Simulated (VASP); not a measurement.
# ZnS (I-4m2) in VASP: further runs, part 2 of 2

VASP 6.6.1. The steps go on from the part before.

## Step 3: Single point, PBEsol

Contents of INCAR:

```
SYSTEM = ZnS
ALGO = Normal
EDIFF = 1E-6
ENCUT = 520
GGA = PS
ISIF = 2
ISMEAR = 0
LASPH = .TRUE.
LCHARG = .TRUE.
LELF = .TRUE.
LREAL = .FALSE.
LVHAR = .TRUE.
LWAVE = .FALSE.
NBANDS = 16
NELM = 100
PREC = Accurate
SIGMA = 0.02
```

Contents of KPOINTS:

```
k-points
0
G
  6 6 6
  0 0 0
```

Contents of POSCAR:

```
ZnS
1.0
    0.0000000000      2.7560400000      2.5970780469
    2.7560400000      0.0000000000      2.5970780469
    2.7560400000      2.7560400000      0.0000000000
Zn S
1 1
Direct
    0.2500000000      0.2500000000      0.2500000000
    0.0000000000      0.0000000000      0.0000000000
```

Potentials or basis: VASP PAW PBE potentials, release 64 (Zn, S).

The run is started by

```
$ cat potpaw_PBE.64/Zn/POTCAR potpaw_PBE.64/S/POTCAR > POTCAR
$ mpirun -np 1 vasp_std > vasp.out
```

OUTCAR:

```text
SYSTEM = ZnS
   EDIFF = 1E-6
   ENCUT = 520
   GGA = PS
   ISIF = 2
   ISMEAR = 0
   LASPH = .TRUE.
   LREAL = .FALSE.
   NELM = 100
   PREC = Accurate

 ion  position               nearest neighbor table
   1  0.250  0.250  0.250-   2 2.34   2 2.34   2 2.34   2 2.34
   2  0.000  0.000  0.000-   1 2.34   1 2.34   1 2.34   1 2.34

  LATTYP: Found a body centered tetragonal cell.
 ALAT       =     3.8976291464
 C/A-ratio  =     1.3326450256

  Lattice vectors:

 A1 = (   0.0000000000,  -2.7560400000,  -2.5970780469)
 A2 = (   0.0000000000,   2.7560400000,  -2.5970780469)
 A3 = (   2.7560400000,   0.0000000000,   2.5970780469)

Analysis of symmetry for initial positions (statically):
=====================================================================
 Subroutine PRICEL returns:
 Original cell was already a primitive cell.

 Routine SETGRP: Setting up the symmetry group for a
 body centered tetragonal supercell.

 Subroutine GETGRP returns: Found  8 space group operations
 (whereof  8 operations were pure point group operations)
 out of a pool of 16 trial point group operations.

The static configuration has the point symmetry D_2d.

Analysis of symmetry for dynamics (positions and initial velocities):
=====================================================================
 Subroutine PRICEL returns:
 Original cell was already a primitive cell.

 Routine SETGRP: Setting up the symmetry group for a
 body centered tetragonal supercell.

 Subroutine GETGRP returns: Found  8 space group operations
 (whereof  8 operations were pure point group operations)
 out of a pool of 16 trial point group operations.

The dynamic configuration has the point symmetry D_2d.

 Subroutine INISYM returns: Found  8 space group operations
 (whereof  8 operations are pure point group operations),
 and found     1 'primitive' translations

----------------------------------------------------------------------------------------

                                     Primitive cell

  volume of cell :      39.4535

  direct lattice vectors                    reciprocal lattice vectors
     0.000000000  2.756040000  2.597078047    -0.181419718  0.181419718  0.192524056
     2.756040000  0.000000000  2.597078047     0.181419718 -0.181419718  0.192524056
     2.756040000  2.756040000  0.000000000     0.181419718  0.181419718 -0.192524056

  length of vectors
     3.786894620  3.786894620  3.897629146     0.320767424  0.320767424  0.320767424

  position of ions in fractional coordinates (direct lattice)
     0.250000000  0.250000000  0.250000000
     0.000000000  0.000000000  0.000000000

  ion indices of the primitive-cell ions
   primitive index   ion index
                 1           1
                 2           2

----------------------------------------------------------------------------------------

 KPOINTS: k-points

Automatic generation of k-mesh.
 Grid dimensions read from file:
 generate k-points for:    6    6    6

 Generating k-lattice:

  Cartesian coordinates                     Fractional coordinates (reciprocal lattice)
    -0.030236620  0.030236620  0.032087343     0.166666667  0.000000000  0.000000000
     0.030236620 -0.030236620  0.032087343     0.000000000  0.166666667  0.000000000
     0.030236620  0.030236620 -0.032087343     0.000000000  0.000000000  0.166666667

  Length of vectors
     0.053461237  0.053461237  0.053461237

  Shift w.r.t. Gamma in fractional coordinates (k-lattice)
     0.000000000  0.000000000  0.000000000

 Subroutine IBZKPT returns following result:
 ===========================================

 Found     30 irreducible k-points:

 Following reciprocal coordinates:
            Coordinates               Weight
  0.000000  0.000000  0.000000      1.000000
  0.166667 -0.000000  0.000000      8.000000
  0.333333 -0.000000  0.000000      8.000000
  0.500000  0.000000  0.000000      4.000000
  0.166667  0.166667  0.000000      2.000000
  0.333333  0.166667  0.000000      8.000000
[... 16 lines left out ...]
  0.333333  0.000000  0.333333      4.000000
  0.500000  0.000000  0.333333     16.000000
 [... further k-points ...]
   k-points           NKPTS =     30   k-points in BZ     NKDIM =     30   number of bands    NBANDS=     16
   number of dos      NEDOS =    301   number of ions     NIONS =      2
   total plane-waves  NPLWV =  23520
   dimension x,y,z NGX =    28 NGY =   28 NGZ =   30
   dimension x,y,z NGXF=    56 NGYF=   56 NGZF=   60
   ions per type =               1   1
   NGX,Y,Z   is equivalent  to a cutoff of  12.29, 12.29, 12.80 a.u.
   NGXF,Y,Z  is equivalent  to a cutoff of  24.58, 24.58, 25.59 a.u.
 SYSTEM =  ZnS
   PREC   = accura    normal or accurate (medium, high low for compatibility)
   ISTART =      0    job   : 0-new  1-cont  2-samecut
   ICHARG =      2    charge: 1-file 2-atom 10-const
   ISPIN  =      1    spin polarized calculation?
   LNONCOLLINEAR =      F non collinear calculations
   LSORBIT =      F    spin-orbit coupling
   LASPH  =      T    aspherical Exc in radial PAW
   ENCUT  =  520.0 eV  38.22 Ry    6.18 a.u.   7.04  7.04  7.25*2*pi/ulx,y,z
   NELM   =    100;   NELMIN=  2; NELMDL= -5     # of ELM steps
   EDIFF  = 0.1E-05   stopping-criterion for ELM
   LREAL  =      F    real-space projection
   EDIFFG = 0.1E-04   stopping-criterion for IOM
   NSW    =      0    number of steps for IOM
   IBRION =     -1    ionic relax: 0-MD 1-quasi-New 2-CG
   NFREE  =      0    steps in history (QN), initial steepest desc. (CG)
   ISIF   =      2    stress and relaxation
   ISYM   =      2    0-nonsym 1-usesym 2-fastsym
   POTIM  = 0.5000    time-step for ionic-motion
   TEBEG  =    0.0;   TEEND  =   0.0 temperature during run
   PSTRESS=    0.0 pullay stress
   NELECT =      18.0000    total number of electrons
   NUPDOWN=      -1.0000    fix difference up-down
   EMIN   =  10.00;   EMAX   =-10.00  energy-range for DOS
   EFERMI =   0.00;   METHOD = LEGACY
   ISMEAR =     0;   SIGMA  =   0.02  broadening in eV -4-tet -1-fermi 0-gaus
   EFERMI_NEDOS =   21; number of points for ismear=-14 and -15
   IALGO  =     38    algorithm
   IMIX   =      4    mixing-type and parameters
     AMIX     =   0.40;   BMIX     =  1.00
     AMIX_MAG =   1.60;   BMIX_MAG =  1.00
  volume/ion in A,a.u.               =      19.73       133.12
  Fermi-wavevector in a.u.,A,eV,Ry     =   1.260290  2.381602 21.610537  1.588330
  Thomas-Fermi vector in A             =   2.393807
   LORBIT       =      0    0 simple, 1 ext, 2 COOP (PROOUT), +10 PAW based schemes
   GGA     = PS    functional components
   LHFCALC =     F    Hartree Fock is set to
   AEXX    =    0.0000 exact exchange contribution
   IVDW    =     0    specifies the selected vdW correction
   LEPSILON=     F    determine dielectric tensor
   LRPA    =     F    only Hartree local field effects (RPA)
 non-spin polarized calculation
 Gauss-broadening in eV      SIGMA  =   0.02
  energy-cutoff  :      520.00
  volume of cell :       39.45
 maximum number of plane-waves:      1082
   NGX = 15   NGY = 15   NGZ = 15

 number of electron      18.0000012 magnetization

 Free energy of the ion-electron system (eV)
  ---------------------------------------------------
  ext. energy  EPLUGINS =         0.00000000
  ---------------------------------------------------
  free energy    TOTEN  =        -7.56876164 eV

  energy without entropy =       -7.56876164  energy(sigma->0) =       -7.56876164

 E-fermi :   2.2924     XC(G=0):  -9.8522

 val. band max:        2.1345631860   @ k =   0.0000   0.0000   0.0000
 cond. band min:       3.9784432359   @ k =   0.0000   0.0000   0.0000
 fundamental gap:      1.8438800499
 Fermi energy:         2.2923543056

 k-point     1 :       0.0000    0.0000    0.0000
  band No.  band energies     occupation
      1     -11.1325      2.00000
      2      -4.3634      2.00000
      3      -4.3634      2.00000
      4      -4.3315      2.00000
      5      -3.8690      2.00000
      6      -3.8507      2.00000
[... 8 lines left out ...]
     15      13.6034      0.00000
     16      14.1860      0.00000
[... 419 lines left out ...]
 k-point    24 :       0.5000    0.0000    0.3333
  band No.  band energies     occupation
      1      -9.9806      2.00000
      2      -4.3349      2.00000
      3      -4.0785      2.00000
      4      -4.0127      2.00000
      5      -3.8144      2.00000
      6      -3.6981      2.00000
[... 8 lines left out ...]
     15      15.4947      0.00000
     16      16.9414      0.00000

 [... further k-points ...]
[... 5 lines left out ...]
  --------------------------------------------------------------------------------------
  -------------------------------------------------------------------------------------
  Total       -0.6446359     -0.6446359     -0.0804264      0.0000000      0.0000000      0.0000000
  in kB      -26.1781538    -26.1781538     -3.2660531      0.0000000      0.0000000      0.0000000
  external PRESSURE =     -18.5407869 kB  Pullay stress =       0.0000000 kB

 VOLUME and BASIS-vectors are now :
 -----------------------------------------------------------------------------
  energy-cutoff  :      520.00
  volume of cell :       39.45
      direct lattice vectors                 reciprocal lattice vectors
     0.000000000  2.756040000  2.597078047    -0.181419718  0.181419718  0.192524056
     2.756040000  0.000000000  2.597078047     0.181419718 -0.181419718  0.192524056
     2.756040000  2.756040000  0.000000000     0.181419718  0.181419718 -0.192524056

 POSITION                                       TOTAL-FORCE (eV/Angst)
 -----------------------------------------------------------------------------------
      1.37802      1.37802      1.29854         0.000000      0.000000      0.000000
      0.00000      0.00000      0.00000        -0.000000     -0.000000     -0.000000
 -----------------------------------------------------------------------------------
    total drift:                               -0.000003     -0.000003     -0.000003

  FREE ENERGIE OF THE ION-ELECTRON SYSTEM (eV)
  ---------------------------------------------------
  free  energy   TOTEN  =        -7.5687616424 eV

  energy  without entropy=       -7.5687616424  energy(sigma->0) =       -7.56876164
```

stdout:

```text
POSCAR found type information on POSCAR ZnS
 POSCAR found :  2 types and       2 ions
 scaLAPACK will be used
 -----------------------------------------------------------------------------
|                                                                             |
|                                                                             |
|     You enforced a specific xc type in the INCAR file but a different       |
|     I HOPE YOU KNOW WHAT YOU ARE DOING!                                     |
|                                                                             |
 -----------------------------------------------------------------------------

 LDA part: xc-table for (Slater+PW92), standard interpolation
 POSCAR, INCAR and KPOINTS ok, starting setup
 FFT: planning ... GRIDC
 FFT: planning ... GRID_SOFT
 FFT: planning ... GRID
 WAVECAR not read
 entering main loop
```

It took 21 s on 1 thread of Intel Xeon 6975P-C, shared host; peak memory 0.16 GiB.

What came out:

```yaml
Free_energy: -7.5688 eV
Pressure: -1.9 GPa
Band_gap_on_the_k_mesh: 1.84 eV, direct
```

Caveat: the PAW data sets were made with another functional, which shifts forces and pressure a little.
